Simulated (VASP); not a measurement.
Here is a VASP 6.6.1 calculation.

Contents of INCAR:

```
SYSTEM = GaSb
PREC     = Accurate       ! precision mode
ENCUT    = 520            ! plane-wave cutoff, eV
EDIFF    = 1E-6           ! SCF threshold, eV
ISMEAR   = 0              ! smearing method
SIGMA    = 0.15           ! smearing width, eV
LREAL    = .False.        ! projectors in reciprocal space
LASPH    = .True.         ! aspherical terms in the spheres
NELM     = 80             ! most SCF steps
ALGO     = Fast           ! electronic algorithm
ISIF     = 2              ! what is computed and relaxed
LWAVE    = .False.        ! write WAVECAR
LCHARG   = .False.        ! write CHGCAR
GGA      = PE             ! functional
NBANDS   = 16             ! bands
```

Contents of KPOINTS:

```
regular mesh
0
Gamma
  16 16 16
  0 0 0
```

The input POSCAR:

```
GaSb
1.0
   -2.7196500000      2.7196500000      1.6601500000
    2.7196500000     -2.7196500000      1.6601500000
    2.7196500000      2.7196500000     -1.6601500000
Ga Sb
1 1
Direct
    0.2500000000      0.7500000000      0.5000000000
    0.0000000000      0.0000000000      0.0000000000
```

Potentials or basis: VASP PAW PBE potentials, release 64 (Ga_d, Sb).

Command:

```sh
$ cat potpaw_PBE.64/Ga_d/POTCAR potpaw_PBE.64/Sb/POTCAR > POTCAR
$ mpirun -np 1 vasp_std > vasp.out
```

(1) What does it give for the band gap on the k mesh?

(2) Estimate the pressure.

Results:

(1) zero (bands 9 and 10 overlap by 4.86 eV).

(2) -0.3 GPa.

Caveat: spin-orbit coupling is left out, which moves the levels of the heavy elements.
